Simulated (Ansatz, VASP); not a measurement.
# W in VASP and in Ansatz

```
W
1.0
    -1.58516    1.58516    1.58516
     1.58516   -1.58516    1.58516
     1.58516    1.58516   -1.58516
W
1
Cartesian
  0.0000 0.0000 0.0000
```

Alike in both runs: task relaxation of cell and atoms; functional r2SCAN; k mesh 18 × 18 × 18; occupations gaussian, width 0.1 eV; no spin polarisation.

|  | VASP | Ansatz |
| --- | --- | --- |
| version | VASP 6.6.1 | Ansatz 0.2.0 |
| potentials or method | VASP PAW PBE potentials, release 64 (W_sv), cutoff 600 eV | scalar-relativistic, plane waves, PAW |
| valence electrons in the cell | 14 | 14 |

```csv
,VASP,Ansatz,Ansatz less VASP
"gap on the k mesh at the Fermi level, each at its own relaxed structure (eV)",none,none,-
relaxed volume (Å³/atom),15.97,15.90,-0.062
relaxed length of the cell vector where the two differ most in proportion (Å),2.747,2.744,-0.0036
```

VASP's potentials were made for PBE, not for r2SCAN. A gap of «none» marks a metal or a gap that the smearing closes.

Spin-orbit coupling is off throughout.
